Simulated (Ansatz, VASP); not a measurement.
## Os in VASP and in Ansatz

Contents of INCAR:

```
ALGO = Normal
DIPOL = 0.5 0.5 0.500
EDIFF = 1E-6
ENCUT = 520
GGA = PS
IDIPOL = 3
ISIF = 2
ISMEAR = 0
LASPH = T
LCHARG = F
LDIPOL = T
LREAL = F
LWAVE = F
NBANDS = 28
NELM = 100
PREC = Accurate
SIGMA = 0.1
```

The input KPOINTS:

```
k-points
0
Gamma
  24 24 1
```

File POSCAR:

```
Os
1.0
    2.7340999800      0.0000000000      0.0000000000
   -1.3670499900      2.3678000400      0.0000000000
    0.0000000000      0.0000000000     28.6393998385
Os
5
Direct
    0.3333333333      0.6666666665      0.3491693281
    0.6666666667      0.3333333333      0.4245846594
    0.3333333333      0.6666666665      0.4999004374
    0.6666666667      0.3333333333      0.5758563468
    0.3333333333      0.6666666665      0.6481299252
```

Input for Ansatz:

```yaml
crystal:
  lattice:
    - [2.73409998, 0.0, 0.0]
    - [-1.36704999, 2.36780004, 0.0]
    - [0.0, 0.0, 28.6393998385]
  atoms:
    - { symbol: Os, position: [0.3333333333, 0.6666666665, 0.3491693281] }
    - { symbol: Os, position: [0.6666666667, 0.3333333333, 0.4245846594] }
    - { symbol: Os, position: [0.3333333333, 0.6666666665, 0.4999004374] }
    - { symbol: Os, position: [0.6666666667, 0.3333333333, 0.5758563468] }
    - { symbol: Os, position: [0.3333333333, 0.6666666665, 0.6481299252] }
basis:
  ecutwfc: 420
  fft_grid_basis: typed
kpoints:
  mp_grid: { grid: [24, 24, 1] }
hamiltonian:
  xc: pbesol
scf:
  occupations: { method: gaussian, width: 0.1 }
output:
  forces: true
  eigenvalues: true
  band_densities:
    - { e_range: [-2.0, -1.0] }
    - { e_range: [-1.0, -0.5] }
    - { e_range: [-0.5, -0.25] }
    - { e_range: [-0.25, 0.0] }
    - { e_range: [0.0, 0.25] }
    - { e_range: [0.25, 0.5] }
    - { e_range: [0.5, 1.0] }
    - { e_range: [1.0, 1.5] }
  band_residual_tolerance: 1.0e-05
  write_potential: true
  elf: true
  write_density: true
  volumetric_format: npy
efield:
  axis: 3
  dipole_correction: true
  ramp_width: 0.04
checkpoint:
  read: start.run
  write: ck
  compress: false
  write_wavefunctions: false
  write_every: 100000
```

Alike in both runs: task single point; functional PBEsol; k mesh 24 × 24 × 1; occupations gaussian, width 0.1 eV; no spin polarisation.

```csv
,VASP,Ansatz
version,VASP 6.6.1,Ansatz 0.2.0
potentials or method,"VASP PAW PBE potentials, release 64 (Os), cutoff 520 eV","scalar-relativistic, plane waves, PAW"
valence electrons in the cell,40,80
```

```csv
,VASP,Ansatz,Ansatz less VASP
gap on the k mesh at the Fermi level (eV),none,none,-
rms of the force components (eV/Å),0.404,0.402,-0.0018
```

VASP's potentials were made for PBE, not for PBEsol. Atom by atom the forces differ by 0.007 eV/Å (rms over components). A gap of «none» marks a metal or a gap that the smearing closes. The functional is the same, so the differences come from potentials, cutoffs and numerics. VASP's potentials hold 40 valence electrons a cell and Ansatz's 80, so a difference there can come from the potentials and not from the codes. Ansatz's warnings: xc potential rough in thin density.

Spin-orbit coupling is off throughout.
